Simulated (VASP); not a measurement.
Y5F, 6 atoms in the cell. Symmetry: I4/m, No. 87, tetragonal system. Conventional cell: a = 7.716 Å, b = 7.716 Å, c = 4.854 Å, α = 90.00°, β = 90.00°, γ = 90.00°. Within 3.2 Å of Y (site symmetry m) lie 1 F at 2.46 Å. Y (site symmetry 4/m) has 2 F at 2.43 Å within 3.2 Å. Within 3.2 Å of F (site symmetry 4/m) lie 6 Y at 2.43 to 2.46 Å. 

- Program: VASP 6.6.1
- Task: relaxation of shape and atoms at fixed volume
- Functional: PBE
- Potentials or basis: VASP PAW PBE potentials, release 64 (Y_sv, F)
- Cutoff: 600 eV
- k mesh: 8 × 8 × 8
- Occupations: gaussian, width 0.1 eV
- Spin: no spin polarisation
- Dipole correction: no
- Further INCAR settings: ALGO = Normal; EDIFF = 1e-06; IBRION = 2; EDIFFG = -0.01; NSW = 50; ISIF = 4

Potentials or basis: VASP PAW PBE potentials, release 64 (Y_sv, F).

The run is started by

```console
$ cat potpaw_PBE.64/Y_sv/POTCAR potpaw_PBE.64/F/POTCAR > POTCAR
$ mpirun -np 1 vasp_std > vasp.out
```

Hardware: 1 thread of Intel(R) Xeon(R) 6975P-C (Granite Rapids), on a shared host.

Task: Estimate the wall time of this run.

Result: Run time: 13 min on 1 thread of Intel(R) Xeon(R) 6975P-C (Granite Rapids), with other jobs on the host, peak memory 0.63 GiB. Counts: scf iterations 33, k points 78, ion steps 6.
